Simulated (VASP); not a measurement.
# ScH3Br2 (P-3m1) in VASP: notebook

ScH3Br2 is run at these levels: PBE; tasks: single point, relaxation of cell and atoms.

All numbers are computed with VASP 6.6.1; they aren't measurements. Logs are shortened: lines on timing, memory, paths and dates and some standing lists are left out, and cuts for length are marked.

## (1) The cell of the first run

It takes space group P-3m1 (No. 164, trigonal). The conventional cell has a = 3.481 Å, b = 3.481 Å, c = 7.578 Å, α = 90.00°, β = 90.00°, γ = 120.00°. Within 2.7 Å of Sc (site symmetry -3m) lie 6 H at 2.04 Å. Within 2.7 Å of H (site symmetry 3m) lie 3 Sc at 2.04 Å and 3 H at 2.11 Å and 1 Br at 2.68 Å. Within 3.3 Å of H (site symmetry -3m) lie 6 Br at 2.46 Å. Br (site symmetry 3m) has 7 H at 2.46 to 2.87 Å and 3 Sc at 3.10 Å within 3.3 Å.

The cell was generated, and may not be a known phase.

## (2) Single point, PBE

Contents of INCAR:

```
PREC     = Accurate       # precision mode
ENCUT    = 520            # plane-wave cutoff, eV
EDIFF    = 1E-6           # SCF threshold, eV
ISMEAR   = 0              # smearing method
SIGMA    = 0.1            # smearing width, eV
LREAL    = F              # projectors in reciprocal space
LASPH    = T              # aspherical terms in the spheres
NELM     = 60             # most SCF steps
ALGO     = Normal         # electronic algorithm
ISIF     = 2              # what is computed and relaxed
LWAVE    = F              # write WAVECAR
LCHARG   = F              # write CHGCAR
GGA      = PE             # functional
NBANDS   = 23             # bands
```

Contents of KPOINTS:

```
regular mesh
0
Gamma
  6 6 2
```

Contents of POSCAR:

```
ScH3Br2
1.0
    3.4813221111      0.0000000000      0.0000000000
   -1.7406610555      3.0149133869      0.0000000000
    0.0000000000      0.0000000000      7.5783074975
Sc H Br
1 3 2
Direct
    0.0000000000      0.0000000000      0.0000000000
    0.3333333333      0.6666666667      0.0423741259
    0.6666666667      0.3333333333      0.9576258741
    0.0000000000      0.0000000000      0.5000000000
    0.3333333333      0.6666666667      0.6881148961
    0.6666666667      0.3333333333      0.3118851039
```

Potentials or basis: VASP PAW PBE potentials, release 64 (Sc_sv, H, Br).

Launch:

```bash
> cat potpaw_PBE.64/Sc_sv/POTCAR potpaw_PBE.64/H/POTCAR potpaw_PBE.64/Br/POTCAR > POTCAR
> mpirun -np 1 vasp_std > vasp.out
```

OUTCAR:

```text
PREC = Accurate
   ENCUT = 520
   EDIFF = 1E-6
   ISMEAR = 0
   LREAL = F
   LASPH = T
   NELM = 60
   ISIF = 2
   GGA = PE

 ion  position               nearest neighbor table
   1  0.000  0.000  0.000-   2 2.04   3 2.04   2 2.04   3 2.04   3 2.04   2 2.04   5 3.10   6 3.10
                             6 3.10   5 3.10   6 3.10   5 3.10
   2  0.333  0.667  0.042-   1 2.04   1 2.04   1 2.04
   3  0.667  0.333  0.958-   1 2.04   1 2.04   1 2.04
   4  0.000  0.000  0.500-
   5  0.333  0.667  0.688-   1 3.10   1 3.10   1 3.10
   6  0.667  0.333  0.312-   1 3.10   1 3.10   1 3.10

  LATTYP: Found a hexagonal cell.
 ALAT       =     3.4813221111
 C/A-ratio  =     2.1768475469

  Lattice vectors:

 A1 = (   3.4813221111,   0.0000000000,   0.0000000000)
 A2 = (  -1.7406610555,   3.0149133869,   0.0000000000)
 A3 = (   0.0000000000,   0.0000000000,   7.5783074975)

Analysis of symmetry for initial positions (statically):
=====================================================================
 Subroutine PRICEL returns:
 Original cell was already a primitive cell.

 Routine SETGRP: Setting up the symmetry group for a
 hexagonal supercell.

 Subroutine GETGRP returns: Found 12 space group operations
 (whereof 12 operations were pure point group operations)
 out of a pool of 24 trial point group operations.

The static configuration has the point symmetry D_3d.

Analysis of symmetry for dynamics (positions and initial velocities):
=====================================================================
 Subroutine PRICEL returns:
 Original cell was already a primitive cell.

 Routine SETGRP: Setting up the symmetry group for a
 hexagonal supercell.

 Subroutine GETGRP returns: Found 12 space group operations
 (whereof 12 operations were pure point group operations)
 out of a pool of 24 trial point group operations.

The dynamic configuration has the point symmetry D_3d.

 Subroutine INISYM returns: Found 12 space group operations
 (whereof 12 operations are pure point group operations),
 and found     1 'primitive' translations

----------------------------------------------------------------------------------------

                                     Primitive cell

  volume of cell :      79.5410

  direct lattice vectors                    reciprocal lattice vectors
     3.481322111  0.000000000  0.000000000     0.287247192  0.165842243  0.000000000
    -1.740661055  3.014913387  0.000000000     0.000000000  0.331684487  0.000000000
     0.000000000  0.000000000  7.578307497     0.000000000  0.000000000  0.131955585
[... 79 lines left out ...]
   ENCUT  =  520.0 eV  38.22 Ry    6.18 a.u.   6.47  6.47 14.09*2*pi/ulx,y,z
   NELM   =     60;   NELMIN=  2; NELMDL= -5     # of ELM steps
   EDIFF  = 0.1E-05   stopping-criterion for ELM
   LREAL  =      F    real-space projection
[... 7 lines left out ...]
   TEBEG  =    0.0;   TEEND  =   0.0 temperature during run
   PSTRESS=    0.0 pullay stress
   NELECT =      28.0000    total number of electrons
   NUPDOWN=      -1.0000    fix difference up-down
   EMIN   =  10.00;   EMAX   =-10.00  energy-range for DOS
   EFERMI =   0.00;   METHOD = LEGACY
   ISMEAR =     0;   SIGMA  =   0.10  broadening in eV -4-tet -1-fermi 0-gaus
   EFERMI_NEDOS =   21; number of points for ismear=-14 and -15
   IALGO  =     38    algorithm
   IMIX   =      4    mixing-type and parameters
     AMIX     =   0.40;   BMIX     =  1.00
     AMIX_MAG =   1.60;   BMIX_MAG =  1.00
  volume/ion in A,a.u.               =      13.26        89.46
  Fermi-wavevector in a.u.,A,eV,Ry     =   1.155927  2.184385 18.179660  1.336167
  Thomas-Fermi vector in A             =   2.292552
   LORBIT       =      0    0 simple, 1 ext, 2 COOP (PROOUT), +10 PAW based schemes
   GGA     = PE    functional components
   LHFCALC =     F    Hartree Fock is set to
   AEXX    =    0.0000 exact exchange contribution
   IVDW    =     0    specifies the selected vdW correction
   LEPSILON=     F    determine dielectric tensor
   LRPA    =     F    only Hartree local field effects (RPA)
 non-spin polarized calculation
 Gauss-broadening in eV      SIGMA  =   0.10
  energy-cutoff  :      520.00
  volume of cell :       79.54
 maximum number of plane-waves:      2166
 NGX is ok and might be reduce to    28
   NGX = 13   NGY = 13   NGZ = 29

 number of electron      28.0000001 magnetization

 Free energy of the ion-electron system (eV)
  ---------------------------------------------------
  ext. energy  EPLUGINS =         0.00000000
  ---------------------------------------------------
  free energy    TOTEN  =       -20.84278895 eV

  energy without entropy =      -20.84064588  energy(sigma->0) =      -20.84171741

 E-fermi :   2.9443     XC(G=0):  -9.9507

 val. band max:        2.9138769102   @ k =   0.5000   0.0000   0.0000
 cond. band min:       3.2283635312   @ k =   0.3333   0.3333   0.0000
 fundamental gap:      0.3144866210
 Fermi energy:         2.9443301075

 k-point     1 :       0.0000    0.0000    0.0000
  band No.  band energies     occupation
      1     -46.3781      2.00000
      2     -25.1426      2.00000
      3     -24.8080      2.00000
      4     -24.8080      2.00000
      5     -12.4836      2.00000
      6     -11.7856      2.00000
[... 353 lines left out ...]
     22      11.5947      0.00000
     23      12.6290      0.00000

------------------------ aborting loop because EDIFF is reached ----------------------------------------

  FORCE on cell =-STRESS in cart. coord.  units (eV):
  Direction    XX          YY          ZZ          XY          YZ          ZX
  --------------------------------------------------------------------------------------
  -------------------------------------------------------------------------------------
  Total        0.0208776      0.0208776     -0.0218419      0.0000000     -0.0000000      0.0000000
  in kB        0.4205333      0.4205333     -0.4399571      0.0000000     -0.0000000      0.0000000
  external PRESSURE =       0.1337031 kB  Pullay stress =       0.0000000 kB

 VOLUME and BASIS-vectors are now :
 -----------------------------------------------------------------------------
  energy-cutoff  :      520.00
  volume of cell :       79.54
      direct lattice vectors                 reciprocal lattice vectors
     3.481322111  0.000000000  0.000000000     0.287247192  0.165842243  0.000000000
    -1.740661055  3.014913387  0.000000000     0.000000000  0.331684487  0.000000000
     0.000000000  0.000000000  7.578307497     0.000000000  0.000000000  0.131955585

 POSITION                                       TOTAL-FORCE (eV/Angst)
 -----------------------------------------------------------------------------------
      0.00000      0.00000      0.00000         0.000000      0.000000      0.000000
     -0.00000      2.00994      0.32112        -0.000000     -0.000000      0.004308
      1.74066      1.00497      7.25718         0.000000      0.000000     -0.004308
      0.00000      0.00000      3.78915         0.000000      0.000000      0.000000
     -0.00000      2.00994      5.21475         0.000000     -0.000000     -0.010558
      1.74066      1.00497      2.36356         0.000000      0.000000      0.010558
 -----------------------------------------------------------------------------------
    total drift:                               -0.000000      0.000000      0.000000

  FREE ENERGIE OF THE ION-ELECTRON SYSTEM (eV)
  ---------------------------------------------------
  free  energy   TOTEN  =       -20.8427889495 eV

  energy  without entropy=      -20.8406458757  energy(sigma->0) =      -20.84171741
```

stdout:

```text
POSCAR found type information on POSCAR ScH Br
 POSCAR found :  3 types and       6 ions
 scaLAPACK will be used
 LDA part: xc-table for (Slater+PW92), standard interpolation
 POSCAR, INCAR and KPOINTS ok, starting setup
 FFT: planning ... GRIDC
 FFT: planning ... GRID_SOFT
 FFT: planning ... GRID
 WAVECAR not read
 entering main loop
```

It took 18 s on 1 thread of AMD EPYC 9R45 (Zen 5), shared host; peak memory 0.17 GiB.

What came out:

```yaml
Free_energy: -20.8428 eV
Pressure: 0.0 GPa
Largest_force: 0.011 eV/Å
Band_gap_on_the_k_mesh: zero (bands 14 and 15 overlap by 1.01 eV)
```

Forces on the atoms (eV/Å):
```
Sc   0.000  0.000  0.000
H    0.000  0.000  0.004
H    0.000  0.000 -0.004
H    0.000  0.000  0.000
Br   0.000  0.000 -0.011
Br   0.000  0.000  0.011
```

Levels at points of the mesh, in eV from the Fermi level:
| k point | band 12 | band 13 | band 14 | band 15 | band 16 | band 17 |
| --- | --- | --- | --- | --- | --- | --- |
| (0.00, 0.00, 0.00) | -0.41 | -0.41 | 0.98 | 1.41 | 1.82 | 1.82 |
| (0.50, 0.00, 0.00) | -1.74 | -1.32 | -0.88 | -0.03 | 2.83 | 3.04 |
| (0.00, 0.00, 0.50) | -0.62 | -0.62 | 0.53 | 1.81 | 1.83 | 1.83 |
| (0.50, 0.00, 0.50) | -1.85 | -1.55 | -1.16 | 0.92 | 2.68 | 2.84 |

Caveat: the k points lie up to 0.41 Å⁻¹ apart, too coarse for converged energies and pressures of a metal.

## (3) Relaxation of cell and atoms, PBE

This run uses another cell than the first one, of 18.00 Å³/atom.

Contents of INCAR:

```
  ALGO = Normal
  EDIFF = 1E-7
  EDIFFG = -0.04
  ENCUT = 600
  GGA = PE
  IBRION = 2
  ISIF = 3
  ISMEAR = 0
  LASPH = True
  LCHARG = False
  LREAL = False
  LWAVE = False
  NELM = 80
  NSW = 90
  PREC = Accurate
  SIGMA = 0.1
```

Contents of KPOINTS:

```
k-points
0
Gamma
  6 6 2
```

Contents of POSCAR:

```
ScH3Br2
1.0
    3.7059520800      0.0000000000      0.0000000000
   -1.8529760400      3.2094486500      0.0000000000
    0.0000000000      0.0000000000      9.0806115200
Sc H Br
1 3 2
Direct
    0.0000000000      0.0000000000      0.0000000000
    0.3333333300      0.6666666700      0.1732381300
    0.6666666700      0.3333333300      0.8267618700
    0.0000000000      0.0000000000      0.5000000000
    0.3333333300      0.6666666700      0.6638077500
    0.6666666700      0.3333333300      0.3361922500
```

Potentials or basis: VASP PAW PBE potentials, release 64 (Sc_sv, H, Br).

Launch:

```bash
> cat potpaw_PBE.64/Sc_sv/POTCAR potpaw_PBE.64/H/POTCAR potpaw_PBE.64/Br/POTCAR > POTCAR
> mpirun -np 1 vasp_std > vasp.out
```

It took 5.6 min on 1 thread of AMD EPYC 9R45 (Zen 5), shared host; peak memory 0.26 GiB.

The run converged. Its results:

```
Free energy                           : -20.8457 eV
Relaxed volume                        : 13.28 Å³/atom
Relaxed cell                          : a = 3.485 Å, b = 3.485 Å, c = 7.575 Å, α = 90.00°, β = 90.00°, γ = 120.00°
Space group after relaxing (to 0.1 Å) : P-3m1 (No. 164)
Energy gained by relaxing             : 662.1 meV/atom
Ionic steps                           : 16
Pressure after relaxing               : -0.1 GPa
Largest force after relaxing          : 0.023 eV/Å
Band gap on the k mesh                : zero (bands 14 and 15 overlap by 0.99 eV)
```

Forces in eV/Å, atoms in the order of the input:
```
Sc   0.000  0.000  0.000
H    0.000  0.000 -0.023
H    0.000  0.000  0.023
H    0.000  0.000  0.000
Br   0.000  0.000  0.020
Br   0.000  0.000 -0.020
```

Stress tensor (GPa, compression positive):
```
-0.13  0.00  0.00
 0.00 -0.13  0.00
 0.00  0.00 -0.04
```

The path:
```tsv
step	energy change (eV)	largest force (eV/Å)	pressure (GPa)	volume (Å³)
1	0.0000	1.7951	-9.33	108.01
2	-1.2684	1.9960	-6.53	92.37
3	-2.1233	2.0277	3.23	75.04
4	-2.1299	1.9859	7.52	71.08
5	-2.8973	1.4355	8.75	69.34
6	-3.0540	0.4977	12.63	67.02
7	-3.1129	0.8533	11.01	67.80
8	-3.7014	0.5582	-1.23	79.48
9	-3.7136	0.5098	-2.78	81.91
10	-3.8932	0.3902	-1.54	80.79
11	-3.9255	0.3219	-0.59	80.09
12	-3.9518	0.2193	0.21	78.99
13	-3.9609	0.1043	1.17	77.80
14	-3.9697	0.0360	-0.06	79.41
15	-3.9697	0.0384	-0.02	79.35
16	-3.9727	0.0235	-0.10	79.68
```

Final structure:
```cif
data_structure
_symmetry_space_group_name_H-M 'P 1'
_symmetry_Int_Tables_number 1
_cell_length_a 3.4851
_cell_length_b 3.4851
_cell_length_c 7.5753
_cell_angle_alpha 90.000
_cell_angle_beta 90.000
_cell_angle_gamma 120.000
_cell_volume 79.68
loop_
_atom_site_label
_atom_site_type_symbol
_atom_site_fract_x
_atom_site_fract_y
_atom_site_fract_z
_atom_site_occupancy
Sc1 Sc 0.00000 0.00000 0.00000 1
H1 H 0.33333 0.66667 0.04389 1
H2 H 0.66667 0.33333 0.95611 1
H3 H 0.00000 0.00000 0.50000 1
Br1 Br 0.33333 0.66667 0.68748 1
Br2 Br 0.66667 0.33333 0.31252 1
```

Levels at points of the mesh, in eV from the Fermi level:
| k point | band 12 | band 13 | band 14 | band 15 | band 16 | band 17 |
| --- | --- | --- | --- | --- | --- | --- |
| (0.00, 0.00, 0.00) | -0.43 | -0.43 | 0.96 | 1.38 | 1.80 | 1.80 |
| (0.50, 0.00, 0.00) | -1.76 | -1.34 | -0.90 | -0.03 | 2.79 | 3.00 |
| (0.00, 0.00, 0.50) | -0.63 | -0.63 | 0.48 | 1.80 | 1.81 | 1.81 |
| (0.50, 0.00, 0.50) | -1.88 | -1.57 | -1.18 | 0.91 | 2.65 | 2.81 |

Caveat: the volume moved by over 15 % at a fixed basis, so the end points are rough.

## (4) Single point, PBE

Contents of INCAR:

```
SYSTEM = ScH3Br2
PREC = Accurate
ENCUT = 520
EDIFF = 1E-6
ISMEAR = 0
SIGMA = 0.1
LREAL = .FALSE.
LASPH = .TRUE.
NELM = 80
ALGO = Normal
ISIF = 2
LWAVE = .FALSE.
LCHARG = .FALSE.
GGA = PE
NBANDS = 23
```

Contents of KPOINTS:

```
Automatic mesh
0
G
  12 12 6
  0 0 0
```

Contents of POSCAR:

```
ScH3Br2
1.0
    3.4792879640      0.0000000000      0.0000000000
   -1.7396439820      3.0131517639      0.0000000000
    0.0000000000      0.0000000000      7.5883055958
Sc H Br
1 3 2
Direct
    0.0000000000      0.0000000000      0.0000000000
    0.3333333333      0.6666666667      0.0430344385
    0.6666666667      0.3333333333      0.9569655615
    0.0000000000      0.0000000000      0.5000000000
    0.3333333333      0.6666666667      0.6890162967
    0.6666666667      0.3333333333      0.3109837033
```

Potentials or basis: VASP PAW PBE potentials, release 64 (Sc_sv, H, Br).

Launch:

```bash
> cat potpaw_PBE.64/Sc_sv/POTCAR potpaw_PBE.64/H/POTCAR potpaw_PBE.64/Br/POTCAR > POTCAR
> mpirun -np 1 vasp_std > vasp.out
```

OUTCAR:

```text
SYSTEM = ScH3Br2
   PREC = Accurate
   ENCUT = 520
   EDIFF = 1E-6
   ISMEAR = 0
   LREAL = .FALSE.
   LASPH = .TRUE.
   NELM = 80
   ISIF = 2
   GGA = PE

 ion  position               nearest neighbor table
   1  0.000  0.000  0.000-   2 2.04   3 2.04   2 2.04   3 2.04   3 2.04   2 2.04   5 3.10   6 3.10
                             6 3.10   5 3.10   6 3.10   5 3.10
   2  0.333  0.667  0.043-   1 2.04   1 2.04   1 2.04
   3  0.667  0.333  0.957-   1 2.04   1 2.04   1 2.04
   4  0.000  0.000  0.500-
   5  0.333  0.667  0.689-   1 3.10   1 3.10   1 3.10
[... 833 lines left out ...]
  -------------------------------------------------------------------------------------
  Total        0.0357591      0.0357591     -0.0080346     -0.0000000      0.0000000      0.0000000
  in kB        0.7201789      0.7201789     -0.1618156     -0.0000000      0.0000000      0.0000000
  external PRESSURE =       0.4261807 kB  Pullay stress =       0.0000000 kB

 VOLUME and BASIS-vectors are now :
 -----------------------------------------------------------------------------
  energy-cutoff  :      520.00
  volume of cell :       79.55
      direct lattice vectors                 reciprocal lattice vectors
     3.479287964  0.000000000  0.000000000     0.287415129  0.165939202  0.000000000
    -1.739643982  3.013151764  0.000000000     0.000000000  0.331878405  0.000000000
     0.000000000  0.000000000  7.588305596     0.000000000  0.000000000  0.131781725

 POSITION                                       TOTAL-FORCE (eV/Angst)
 -----------------------------------------------------------------------------------
      0.00000      0.00000      0.00000        -0.000000      0.000000      0.000000
     -0.00000      2.00877      0.32656         0.000000     -0.000000      0.006867
      1.73964      1.00438      7.26175         0.000000      0.000000     -0.006867
      0.00000      0.00000      3.79415        -0.000000      0.000000      0.000000
     -0.00000      2.00877      5.22847        -0.000000     -0.000000     -0.009505
      1.73964      1.00438      2.35984         0.000000      0.000000      0.009505
 -----------------------------------------------------------------------------------
    total drift:                                0.000000     -0.000000      0.000000

  FREE ENERGIE OF THE ION-ELECTRON SYSTEM (eV)
  ---------------------------------------------------
  free  energy   TOTEN  =       -20.8235936374 eV

  energy  without entropy=      -20.8200795389  energy(sigma->0) =      -20.82183659
```

OSZICAR:

```text
N       E                     dE             d eps       ncg     rms          rms(c)
DAV:   1     0.233088630638E+03    0.23309E+03   -0.12102E+04  4616   0.115E+03
DAV:   2    -0.343901313237E+00   -0.23343E+03   -0.22334E+03  4703   0.326E+02
DAV:   3    -0.231433349370E+02   -0.22799E+02   -0.21312E+02  6562   0.921E+01
DAV:   4    -0.239551253183E+02   -0.81179E+00   -0.81019E+00  6026   0.183E+01
DAV:   5    -0.239754165589E+02   -0.20291E-01   -0.20288E-01  5974   0.312E+00    0.118E+01
DAV:   6    -0.211147238876E+02    0.28607E+01   -0.38884E+00  6469   0.198E+01    0.452E+00
DAV:   7    -0.208234788005E+02    0.29125E+00   -0.12158E+00  7371   0.750E+00    0.185E+00
DAV:   8    -0.208250563749E+02   -0.15776E-02   -0.21874E-01  6074   0.359E+00    0.119E+00
DAV:   9    -0.208265973341E+02   -0.15410E-02   -0.26397E-02  7224   0.190E+00    0.398E-01
DAV:  10    -0.208247487770E+02    0.18486E-02   -0.17362E-02  6226   0.181E+00    0.251E-01
DAV:  11    -0.208235919237E+02    0.11569E-02   -0.21396E-03  6447   0.654E-01    0.539E-02
DAV:  12    -0.208235950992E+02   -0.31755E-05   -0.11103E-04  6892   0.104E-01    0.163E-02
DAV:  13    -0.208235929253E+02    0.21738E-05   -0.47478E-06  6705   0.239E-02    0.882E-03
DAV:  14    -0.208235936374E+02   -0.71204E-06   -0.68190E-06  7242   0.261E-02
   1 F= -.20823594E+02 E0= -.20821837E+02  d E =-.351410E-02
```

stdout:

```text
POSCAR found type information on POSCAR ScH Br
 POSCAR found :  3 types and       6 ions
 scaLAPACK will be used
 LDA part: xc-table for (Slater+PW92), standard interpolation
 POSCAR, INCAR and KPOINTS ok, starting setup
 FFT: planning ... GRIDC
 FFT: planning ... GRID_SOFT
 FFT: planning ... GRID
 WAVECAR not read
 entering main loop
```

Wall time 2.2 min (1 thread of AMD EPYC 9R45 (Zen 5), shared host); peak memory 0.29 GiB.

What came out:

| Item | Value |
| --- | --- |
| Free energy | -20.8236 eV |
| Pressure | 0.0 GPa |
| Largest force | 0.010 eV/Å |
| Band gap on the k mesh | zero (bands 14 and 15 overlap by 1.03 eV) |

Forces on the atoms (eV/Å):
```
Sc   0.000  0.000  0.000
H    0.000  0.000  0.007
H    0.000  0.000 -0.007
H    0.000  0.000  0.000
Br   0.000  0.000 -0.010
Br   0.000  0.000  0.010
```

Levels at points of the mesh, in eV from the Fermi level:
```
           k point  band 11  band 12  band 13  band 14  band 15  band 16  band 17  band 18
(0.00, 0.00, 0.00)    -1.08    -0.68    -0.68     0.73     1.07     1.50     1.50     2.75
(0.50, 0.00, 0.00)    -2.25    -1.99    -1.60    -1.18    -0.30     2.55     2.73     2.98
(0.00, 0.00, 0.50)    -0.90    -0.89    -0.89     0.24     1.51     1.51     1.51     2.79
(0.50, 0.00, 0.50)    -3.15    -2.11    -1.85    -1.44     0.67     2.39     2.54     2.59
```

(Part 1 of 2 ends here.)

The gap in the log of VASP goes by the Fermi energy; the results here count the filled bands.